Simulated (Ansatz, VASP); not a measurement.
## Ca: VASP beside Ansatz

Contents of INCAR:

```
PREC     = Accurate       # precision mode
ENCUT    = 500            # plane-wave cutoff, eV
EDIFF    = 1E-6           # SCF threshold, eV
ISMEAR   = 0              # smearing method
SIGMA    = 0.05           # smearing width, eV
LREAL    = F              # projectors in reciprocal space
LASPH    = T              # aspherical terms in the spheres
NELM     = 120            # most SCF steps
ALGO     = Normal         # electronic algorithm
ISIF     = 2              # what is computed and relaxed
LWAVE    = F              # write WAVECAR
LCHARG   = T              # write CHGCAR
GGA      = PS             # functional
LELF     = T              # ELF
LVHAR    = T            
NBANDS   = 11             # bands
GGA_COMPAT= F
```

KPOINTS

```
Automatic mesh
0
Gamma
  10 10 10
```

File POSCAR:

```
Ca
1.0
    0.0000000000      2.7831599267      2.7831599267
    2.7831599267      0.0000000000      2.7831599267
    2.7831599267      2.7831599267      0.0000000000
Ca
1
Direct
    0.0000000000      0.0000000000      0.0000000000
```

Input for Ansatz:

```yaml
crystal:
  lattice:
    - [0.0, 2.7831599267, 2.7831599267]
    - [2.7831599267, 0.0, 2.7831599267]
    - [2.7831599267, 2.7831599267, 0.0]
  atoms:
    - { symbol: Ca, position: [0.0, 0.0, 0.0] }
basis:
  ecutwfc: 420
  ecutrho_ratio: 4
kpoints:
  mp_grid: { grid: [10, 10, 10] }
hamiltonian:
  xc: pbesol
scf:
  occupations: { method: gaussian, width: 0.05 }
output:
  forces: true
  stress: true
  eigenvalues: true
```

Alike in both runs: task single point; functional PBEsol; k mesh 10 × 10 × 10; occupations gaussian, width 0.05 eV; no spin polarisation.

|  | VASP | Ansatz |
| --- | --- | --- |
| version | VASP 6.6.1 | Ansatz 0.2.0 |
| potentials or method | VASP PAW PBE potentials, release 64 (Ca_sv), cutoff 500 eV | scalar-relativistic, plane waves, PAW |
| valence electrons in the cell | 10 | 10 |

```csv
,VASP,Ansatz,Ansatz less VASP
gap on the k mesh at the Fermi level (eV),none,none,-
pressure (GPa),-1.0,-1.0,+0.01
```

VASP's potentials were made for PBE, not for PBEsol. A gap of «none» marks a metal or a gap that the smearing closes.
